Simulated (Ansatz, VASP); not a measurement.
**AlN in VASP and in Ansatz**

The input INCAR:

```
PREC     = Accurate       # precision mode
ENCUT    = 520            # plane-wave cutoff, eV
EDIFF    = 1E-6           # SCF threshold, eV
ISMEAR   = 0              # smearing method
SIGMA    = 0.05           # smearing width, eV
LREAL    = F              # projectors in reciprocal space
LASPH    = T              # aspherical terms in the spheres
NELM     = 100            # most SCF steps
ALGO     = Normal         # electronic algorithm
ISIF     = 2              # what is computed and relaxed
LWAVE    = F              # write WAVECAR
LCHARG   = F              # write CHGCAR
GGA      = PS             # functional
NBANDS   = 16             # bands
```

KPOINTS

```
Automatic mesh
0
Gamma
  9 9 6
```

The input POSCAR:

```
AlN
1.0
    3.2024000000      0.0000000000      0.0000000000
   -1.6012000000      2.7733597531      0.0000000000
    0.0000000000      0.0000000000      4.0158000000
Al N
2 2
Direct
    0.3333333333      0.6666666667      0.7500000000
    0.6666666667      0.3333333333      0.2500000000
    0.3333333333      0.6666666667      0.2500000000
    0.6666666667      0.3333333333      0.7500000000
```

Input for Ansatz:

```yaml
crystal:
  lattice:
    - [3.2024, 0.0, 0.0]
    - [-1.6012, 2.7733597531, 0.0]
    - [0.0, 0.0, 4.0158]
  atoms:
    - { symbol: Al, position: [0.3333333333, 0.6666666667, 0.75] }
    - { symbol: Al, position: [0.6666666667, 0.3333333333, 0.25] }
    - { symbol: "N", position: [0.3333333333, 0.6666666667, 0.25] }
    - { symbol: "N", position: [0.6666666667, 0.3333333333, 0.75] }
basis:
  ecutwfc: 520.0
kpoints:
  mp_grid: { grid: [9, 9, 6] }
hamiltonian:
  xc: pbesol
  pseudopotentials: { kind: paw, azcp: { folder: soft_1 } }
scf:
  occupations: { method: gaussian, width: 0.05 }
output:
  forces: true
  stress: true
  eigenvalues: true
```

Alike in both runs: task single point; functional PBEsol; k mesh 9 × 9 × 6; occupations gaussian, width 0.05 eV; no spin polarisation.

```csv
,VASP,Ansatz
version,VASP 6.6.1,Ansatz 0.2.0
potentials or method,"VASP PAW PBE potentials, release 64 (Al, N), cutoff 520 eV","scalar-relativistic, plane waves, PAW"
valence electrons in the cell,16,16
```

```tsv
	VASP	Ansatz	Ansatz less VASP
gap on the k mesh at the Fermi level (eV)	4.00	3.98	-0.016
least direct gap on the mesh (eV)	4.00	3.98	-0.016
pressure (GPa)	23.7	23.5	-0.16
traceless stress, the component that is largest in VASP (GPa)	-2.54	-2.51	+0.029
```

VASP's potentials were made for PBE, not for PBEsol, and Ansatz warns of the same on its side. With one functional, cell and mesh, what is left measures potentials, basis and numerics.
